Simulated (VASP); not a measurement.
# Si16SbH7 in VASP: notebook, part 2 of 2

VASP 6.6.1.

### 3 Single point, PBE+D3(BJ)

INCAR reads:

```
SYSTEM = Si16SbH7
ALGO = Normal
EDIFF = 1E-6
ENCUT = 520
GGA = PE
ISIF = 2
ISMEAR = 0
IVDW = 12
LASPH = .TRUE.
LCHARG = .FALSE.
LREAL = Auto
LWAVE = .FALSE.
NBANDS = 56
NELM = 100
PREC = Accurate
SIGMA = 0.05
```

KPOINTS reads:

```
k-points
0
G
  2 2 1
  0 0 0
```

POSCAR reads:

```
Si16SbH7
1.0
    7.6791800000      0.0000000000      0.0000000000
    3.8395900000      6.6503650000      0.0000000000
    0.0000000000      0.0000000000     18.8687650000
H Si Sb
7 16 1
Direct
    0.1666666792      0.1666666416      0.0529976392
    0.6666666792      0.1666666416      0.0529976392
    0.1666666416      0.6666667168      0.0529976392
    0.6666666416      0.6666667168      0.0529976392
    0.5007553482      0.0085856942      0.4148617570
    0.0083254570      0.5061022966      0.4185271797
    0.3836770047      0.5384645805      0.4124739483
    0.1666666792      0.1666666416      0.1324940981
    0.6666666792      0.1666666416      0.1324940981
    0.1666666416      0.6666667168      0.1324940981
    0.6666666416      0.6666667168      0.1324940981
   -0.1680629602      0.3321437244      0.1772482725
    0.3331754964      0.3338547583      0.1715248454
   -0.1667719325      0.8330860036      0.1722829237
    0.3345864694      0.8339969310      0.1693825749
   -0.1612555664      0.3250866682      0.3059920986
    0.3293546842      0.3374602747      0.2951670128
   -0.1666360768      0.8334276389      0.2960350611
    0.3327419081      0.8430223003      0.2919086649
    0.0122619312     -0.0194001382      0.3417144153
    0.5007402391      0.0054267698      0.3355380175
   -0.0003692277      0.5030056245      0.3391869579
    0.4889479611      0.5132810004      0.3338335074
    0.2144656823      0.8038848996      0.4560082761
```

Potentials or basis: VASP PAW PBE potentials, release 64 (H, Si, Sb).

The run is started by

```console
$ cat potpaw_PBE.64/H/POTCAR potpaw_PBE.64/Si/POTCAR potpaw_PBE.64/Sb/POTCAR > POTCAR
$ mpirun -np 1 vasp_std > vasp.out
```

OUTCAR:

```text
SYSTEM = Si16SbH7
   EDIFF = 1E-6
   ENCUT = 520
   GGA = PE
   ISIF = 2
   ISMEAR = 0
   IVDW = 12
   LASPH = .TRUE.
   LREAL = Auto
   NELM = 100
   PREC = Accurate
 IVDW          = 12

 ion  position               nearest neighbor table
   1  0.167  0.167  0.053-   8 1.50
   2  0.667  0.167  0.053-   9 1.50
   3  0.167  0.667  0.053-  10 1.50
   4  0.667  0.667  0.053-  11 1.50
   5  0.501  0.009  0.415-  21 1.50
   6  0.008  0.506  0.419-  22 1.50
[... 456 lines left out ...]
  -------------------------------------------------------------------------------------
  Total       2.56381     0.30984     0.11409     1.58009    -0.00508     0.05068
  in kB       4.26278     0.51516     0.18969     2.62717    -0.00845     0.08427
  external pressure =        1.66 kB  Pullay stress =        0.00 kB

 VOLUME and BASIS-vectors are now :
 -----------------------------------------------------------------------------
  energy-cutoff  :      520.00
  volume of cell :      963.62
      direct lattice vectors                 reciprocal lattice vectors
     7.679180000  0.000000000  0.000000000     0.130222237 -0.075183843  0.000000000
     3.839590000  6.650365000  0.000000000     0.000000000  0.150367687  0.000000000
     0.000000000  0.000000000 18.868765000     0.000000000  0.000000000  0.052997639

 POSITION                                       TOTAL-FORCE (eV/Angst)
 -----------------------------------------------------------------------------------
      1.91979      1.10839      1.00000        -0.099619      0.142103     -0.057072
      5.75938      1.10839      1.00000         0.065458      0.041057     -0.033627
      3.83959      4.43358      1.00000        -0.021001     -0.001919     -0.065960
      7.67918      4.43358      1.00000         0.064074     -0.172169     -0.068392
      3.87836      0.05710      7.82793        -0.001811     -0.003130     -0.010648
      2.00716      3.36576      7.89709        -0.001056     -0.000074     -0.009009
[... 16 lines left out ...]
      5.72551      3.41351      6.29903        -0.020452     -0.004852      0.008607
      4.73351      5.34613      8.60431        -0.012168      0.028049      0.033891
 -----------------------------------------------------------------------------------
    total drift:                               -0.001290      0.000367     -0.000552

  FREE ENERGIE OF THE ION-ELECTRON SYSTEM (eV)
  ---------------------------------------------------
  free  energy   TOTEN  =      -114.8708682670 eV

  energy  without entropy=     -114.8708304504  energy(sigma->0) =     -114.87084936
```

OSZICAR:

```text
N       E                     dE             d eps       ncg     rms          rms(c)
DAV:   1     0.352881583753E+03    0.35288E+03   -0.24276E+04   448   0.990E+02
DAV:   2    -0.749616505969E+02   -0.42784E+03   -0.41100E+03   632   0.181E+02
DAV:   3    -0.113492259487E+03   -0.38531E+02   -0.38010E+02   544   0.540E+01
[... 16 lines left out ...]
DAV:  20    -0.110677942051E+03   -0.89924E-04   -0.70690E-06   504   0.658E-03    0.110E-03
DAV:  21    -0.110677964741E+03   -0.22690E-04   -0.18997E-06   472   0.297E-03    0.874E-04
DAV:  22    -0.110677970259E+03   -0.55178E-05   -0.33924E-07   424   0.148E-03    0.297E-04
DAV:  23    -0.110677971466E+03   -0.12073E-05   -0.93950E-08   408   0.740E-04    0.131E-04
DAV:  24    -0.110677971848E+03   -0.38192E-06   -0.28365E-08   360   0.455E-04
   1 F= -.11487087E+03 E0= -.11487085E+03  d E =-.378166E-04
```

stdout:

```text
POSCAR found type information on POSCAR H SiSb
 POSCAR found :  3 types and      24 ions
 scaLAPACK will be used
 LDA part: xc-table for (Slater+PW92), standard interpolation
 POSCAR, INCAR and KPOINTS ok, starting setup
 FFT: planning ... GRIDC
 FFT: planning ... GRID_SOFT
 FFT: planning ... GRID
 WAVECAR not read
 entering main loop
```

It took 4.9 min on 1 thread of Intel Xeon 6975P-C (Granite Rapids), shared host; peak memory 0.98 GiB.

Results:

* Free energy: -114.8709 eV
* Largest force: 0.234 eV/Å
* Band gap on the k mesh: 0.24 eV (least direct gap 0.42 eV)
* Dispersion energy per atom: -0.175 eV

Forces on the atoms (eV/Å):
```
H   -0.100  0.142 -0.057
H    0.065  0.041 -0.034
H   -0.021 -0.002 -0.066
H    0.064 -0.172 -0.068
H   -0.002 -0.003 -0.011
H   -0.001  0.000 -0.009
H    0.046 -0.023 -0.042
Si  -0.153  0.147  0.093
Si   0.067 -0.018  0.185
Si  -0.039  0.050 -0.131
Si   0.108 -0.189  0.087
Si   0.002 -0.003  0.001
Si  -0.002 -0.003  0.002
Si   0.002  0.000 -0.002
Si   0.001  0.003  0.004
Si  -0.003  0.008  0.001
Si   0.004  0.001  0.004
Si  -0.004  0.003 -0.008
Si   0.002 -0.003  0.005
Si  -0.002  0.000 -0.013
Si  -0.004 -0.001  0.009
Si  -0.001 -0.001  0.008
Si  -0.020 -0.005  0.009
Sb  -0.012  0.028  0.034
```

Caveat: the k points lie up to 0.47 Å⁻¹ apart; there is no dipole correction, which matters where the two faces differ; spin-orbit coupling is left out, which moves the levels of the heavy elements.

### 4 Single point, PBE+D3(BJ)

INCAR reads:

```
SYSTEM = Si16SbH7
ALGO = Normal
EDIFF = 1E-6
ENCUT = 520
GGA = PE
ISIF = 2
ISMEAR = 0
IVDW = 12
LASPH = .True.
LCHARG = .True.
LELF = .True.
LREAL = Auto
LVHAR = .True.
LWAVE = .False.
NBANDS = 56
NELM = 80
PREC = Accurate
SIGMA = 0.05
```

KPOINTS reads:

```
k-points
0
Gamma
  2 2 1
  0 0 0
```

POSCAR reads:

```
Si16SbH7
1.0
    7.6791800000      0.0000000000      0.0000000000
    3.8395900000      6.6503650000      0.0000000000
    0.0000000000      0.0000000000     18.8687650000
H Si Sb
7 16 1
Direct
    0.1666666792      0.1666666416      0.0529976392
    0.6666666792      0.1666666416      0.0529976392
    0.1666667168      0.6666665664      0.0529976392
    0.6666667168      0.6666665664      0.0529976392
    0.4999542898      0.0092796410      0.4148081234
    0.0093616032      0.5055934524      0.4185869080
    0.3788154603      0.5390947715      0.4119737566
    0.1666666792      0.1666666416      0.1324940981
    0.6666666792      0.1666666416      0.1324940981
    0.1666667168      0.6666665664      0.1324940981
    0.6666667168      0.6666665664      0.1324940981
   -0.1681440767      0.3320978623      0.1773626414
    0.3332358784      0.3338845311      0.1715070382
   -0.1667785001      0.8330897627      0.1723663949
    0.3345982938      0.8341071505      0.1692287757
   -0.1610561238      0.3248911902      0.3062550729
    0.3297416825      0.3373847902      0.2951499475
   -0.1662522577      0.8329563866      0.2961614605
    0.3328357578      0.8433349147      0.2916349321
    0.0128992490     -0.0200369453      0.3417561245
    0.5010049778      0.0053403084      0.3354643507
    0.0001811589      0.5025390336      0.3392499721
    0.4887067623      0.5139501366      0.3337835306
    0.2149311856      0.8021009373      0.4561649901
```

Potentials or basis: VASP PAW PBE potentials, release 64 (H, Si, Sb).

The run is started by

```console
$ cat potpaw_PBE.64/H/POTCAR potpaw_PBE.64/Si/POTCAR potpaw_PBE.64/Sb/POTCAR > POTCAR
$ mpirun -np 1 vasp_std > vasp.out
```

OUTCAR:

```text
SYSTEM = Si16SbH7
   EDIFF = 1E-6
   ENCUT = 520
   GGA = PE
   ISIF = 2
   ISMEAR = 0
   IVDW = 12
   LASPH = .True.
   LREAL = Auto
   NELM = 80
   PREC = Accurate
 IVDW          = 12

 ion  position               nearest neighbor table
   1  0.167  0.167  0.053-   8 1.50
   2  0.667  0.167  0.053-   9 1.50
   3  0.167  0.667  0.053-  10 1.50
   4  0.667  0.667  0.053-  11 1.50
   5  0.500  0.009  0.415-  21 1.50
   6  0.009  0.506  0.419-  22 1.50
[... 456 lines left out ...]
  -------------------------------------------------------------------------------------
  Total       2.52597     0.28627     0.13019     1.61274    -0.01694     0.05812
  in kB       4.19986     0.47597     0.21646     2.68146    -0.02817     0.09663
  external pressure =        1.63 kB  Pullay stress =        0.00 kB

 VOLUME and BASIS-vectors are now :
 -----------------------------------------------------------------------------
  energy-cutoff  :      520.00
  volume of cell :      963.62
      direct lattice vectors                 reciprocal lattice vectors
     7.679180000  0.000000000  0.000000000     0.130222237 -0.075183843  0.000000000
     3.839590000  6.650365000  0.000000000     0.000000000  0.150367687  0.000000000
     0.000000000  0.000000000 18.868765000     0.000000000  0.000000000  0.052997639

 POSITION                                       TOTAL-FORCE (eV/Angst)
 -----------------------------------------------------------------------------------
      1.91979      1.10839      1.00000        -0.100969      0.147136     -0.058370
      5.75938      1.10839      1.00000         0.067730      0.039259     -0.033018
      3.83959      4.43358      1.00000        -0.023697     -0.001573     -0.065990
      7.67918      4.43358      1.00000         0.067746     -0.175316     -0.067845
      3.87487      0.06171      7.82692        -0.003746     -0.010253     -0.014554
      2.01316      3.36238      7.89822        -0.004674      0.000386     -0.011280
[... 16 lines left out ...]
      5.72622      3.41796      6.29808        -0.007130     -0.006727      0.014689
      4.73023      5.33426      8.60727         0.012730      0.026970      0.032516
 -----------------------------------------------------------------------------------
    total drift:                               -0.000762     -0.001855      0.000142

  FREE ENERGIE OF THE ION-ELECTRON SYSTEM (eV)
  ---------------------------------------------------
  free  energy   TOTEN  =      -114.8692380656 eV

  energy  without entropy=     -114.8692306471  energy(sigma->0) =     -114.86923436
```

stdout:

```text
POSCAR found type information on POSCAR H SiSb
 POSCAR found :  3 types and      24 ions
 scaLAPACK will be used
 LDA part: xc-table for (Slater+PW92), standard interpolation
 POSCAR, INCAR and KPOINTS ok, starting setup
 FFT: planning ... GRIDC
 FFT: planning ... GRID_SOFT
 FFT: planning ... GRID
 WAVECAR not read
 entering main loop
```

It took 5.2 min on 1 thread of Intel Xeon 6975P-C (Granite Rapids), shared host; peak memory 0.97 GiB.

What came out:

| Item | Value |
| --- | --- |
| Free energy | -114.8692 eV |
| Largest force | 0.243 eV/Å |
| Band gap on the k mesh | 0.27 eV (least direct gap 0.46 eV) |
| Dispersion energy per atom | -0.175 eV |

Forces in eV/Å, atoms in the order of the input:
```
H   -0.101  0.147 -0.058
H    0.068  0.039 -0.033
H   -0.024 -0.002 -0.066
H    0.068 -0.175 -0.068
H   -0.004 -0.010 -0.015
H   -0.005  0.000 -0.011
H    0.031 -0.025 -0.031
Si  -0.156  0.163  0.088
Si   0.068 -0.021  0.191
Si  -0.041  0.055 -0.132
Si   0.115 -0.194  0.089
Si   0.013 -0.002  0.004
Si  -0.008 -0.006  0.002
Si   0.002 -0.003 -0.006
Si  -0.001 -0.001 -0.002
Si  -0.021  0.000 -0.008
Si   0.009  0.001 -0.012
Si   0.000  0.010 -0.020
Si  -0.009 -0.011  0.019
Si   0.003  0.014 -0.019
Si  -0.007  0.004  0.024
Si  -0.006 -0.003  0.015
Si  -0.007 -0.007  0.015
Sb   0.013  0.027  0.033
```

Caveat: the k points lie up to 0.47 Å⁻¹ apart; there is no dipole correction, which matters where the two faces differ; spin-orbit coupling is left out, which moves the levels of the heavy elements.

### 5 Summary

```tsv
cell	gap on the mesh (eV)	largest force (eV/Å)
as given, atomic positions A	none	0.30
as given, atomic positions B	0.24	0.23
as given, atomic positions C	0.27	0.24
```

Alike in all rows: task single point; level PBE+D3(BJ); potentials or basis VASP PAW PBE potentials, release 64 (H, Si, Sb); no spin polarisation; k mesh 2 × 2 × 1; cutoff (eV) 520; smearing gaussian 0.05 eV.

Caveats: all runs use coarse meshes; there is no dipole correction, which matters where the two faces differ; spin-orbit coupling is left out, which moves the levels of the heavy elements.

Absolute energies hang on the potentials; compare differences alone.
